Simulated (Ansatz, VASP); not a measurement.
Sr in VASP and in Ansatz

Contents of POSCAR:

```
Sr
1.0
    3.9652002030      0.0000000000      0.0000000000
   -1.9826001015      3.4339641069      0.0000000000
    0.0000000000      0.0000000000      7.6140000000
Sr
2
Direct
    0.3333333333      0.6666666667      0.2500000000
    0.6666666667      0.3333333333      0.7500000000
```

INCAR.step1

```
PREC     = Accurate       # precision mode
ENCUT    = 520            # plane-wave cutoff, eV
ISMEAR   = 0              # smearing method
SIGMA    = 0.15           # smearing width, eV
LREAL    = False          # projectors in reciprocal space
LASPH    = True           # aspherical terms in the spheres
NELM     = 100            # most SCF steps
NBANDS   = 17             # bands
GGA      = PE             # functional
ALGO     = Normal         # electronic algorithm
EDIFF    = 1E-4           # SCF threshold, eV
LWAVE    = True           # write WAVECAR
LCHARG   = False          # write CHGCAR
```

File INCAR.step2:

```
PREC     = Accurate       # precision mode
ENCUT    = 520            # plane-wave cutoff, eV
EDIFF    = 1E-6           # SCF threshold, eV
ISMEAR   = 0              # smearing method
SIGMA    = 0.15           # smearing width, eV
LREAL    = False          # projectors in reciprocal space
LASPH    = True           # aspherical terms in the spheres
NELM     = 100            # most SCF steps
ALGO     = Normal         # electronic algorithm
ISIF     = 2              # what is computed and relaxed
LWAVE    = False          # write WAVECAR
LCHARG   = True           # write CHGCAR
METAGGA  = R2SCAN         # meta-GGA
LMIXTAU  = True         
LELF     = True           # ELF
LVHAR    = True         
NBANDS   = 17             # bands
ISTART   = 1
```

The input KPOINTS:

```
Automatic mesh
0
Gamma
  12 12 8
```

Input for Ansatz:

```yaml
crystal:
  lattice:
    - [3.965200203, 0.0, 0.0]
    - [-1.9826001015, 3.4339641069, 0.0]
    - [0.0, 0.0, 7.614]
  atoms:
    - { symbol: Sr, position: [0.3333333333, 0.6666666667, 0.25] }
    - { symbol: Sr, position: [0.6666666667, 0.3333333333, 0.75] }
basis:
  ecutwfc: 500
kpoints:
  mp_grid: { grid: [12, 12, 8] }
hamiltonian:
  xc: r2scan
scf:
  occupations: { method: gaussian, width: 0.15 }
output:
  forces: true
  stress: true
  eigenvalues: true
```

Change from the starting cell: strain -0.080 along x and y, +0.080 along z, atoms carried along.

Alike in both runs: task single point; functional r2SCAN; k mesh 12 × 12 × 8; occupations gaussian, width 0.15 eV; no spin polarisation.

|  | VASP | Ansatz |
| --- | --- | --- |
| version | VASP 6.6.1 | Ansatz 0.2.0 |
| potentials or method | VASP PAW PBE potentials, release 64 (Sr_sv), cutoff 520 eV | scalar-relativistic, plane waves, PAW |
| valence electrons in the cell | 20 | 20 |

VASP gave:

| Item | Value |
| --- | --- |
| gap on the k mesh at the Fermi level (eV) | none |
| pressure (GPa) | 1.5 |
| traceless stress, the component that is largest in VASP (GPa) | -3.56 |

Q: Which values does Ansatz return?

A: gap on the k mesh at the Fermi level (eV): none; pressure (GPa): 1.5; traceless stress, the component that is largest in VASP (GPa): -3.55.

VASP's potentials were made for PBE, not for r2SCAN. A gap of «none» marks a metal or a gap that the smearing closes.
